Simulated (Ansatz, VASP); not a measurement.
## InSb: VASP beside Ansatz

```
CELL_PARAMETERS angstrom
0.00000 3.33627 3.23910
3.33627 0.00000 3.23910
3.33627 3.33627 0.00000
ATOMIC_POSITIONS crystal
In 0.00000 0.00000 0.00000
Sb 0.75000 0.75000 0.75000
```

Change from the starting cell: equal xx and yy strain of +3 %.

Alike in both runs: task single point; functional LDA; k mesh 10 × 10 × 10; occupations fermi-dirac, width 0.03 eV; no spin polarisation.

|  | VASP | Ansatz |
| --- | --- | --- |
| version | VASP 6.6.1 | Ansatz 0.2.0 |
| potentials or method | VASP PAW LDA potentials, release 64 (In_d, Sb), cutoff 520 eV | all-electron LAPW, scalar-relativistic |

```csv
,VASP,Ansatz,Ansatz less VASP
pressure (GPa),-2.8,-2.8,-0.04
"traceless stress, the component that is largest in VASP (GPa)",0.55,0.55,-0.001
```

LDA's correlation is that of Perdew and Zunger in VASP and of Perdew and Wang (1992) in Ansatz. Ansatz ran all-electron here, and VASP with PAW potentials.

Neither program's run includes spin-orbit coupling.
